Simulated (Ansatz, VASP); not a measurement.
**One calculation of Bi, two programs**

```
Bi
1.0
    -1.97935    1.97935    1.97935
     1.97935   -1.97935    1.97935
     1.97935    1.97935   -1.97935
Bi
1
Direct
  0.00000 0.00000 0.00000
```

Alike in both runs: task single point; functional revPBE; k mesh 12 × 12 × 12; occupations fermi-dirac, width 0.1 eV; no spin polarisation.

|  | VASP | Ansatz |
| --- | --- | --- |
| version | VASP 6.6.1 | Ansatz 0.2.0 |
| potentials or method | VASP PAW PBE potentials, release 64 (Bi_d), cutoff 520 eV | plane waves (420 eV) with PAW, scalar-relativistic |
| valence electrons in the cell | 15 | 15 |

|  | VASP | Ansatz | Ansatz less VASP |
| --- | --- | --- | --- |
| pressure (GPa) | 1.8 | 1.8 | +0.05 |

VASP's potentials were made for PBE, not for revPBE.

Neither program's run includes spin-orbit coupling.
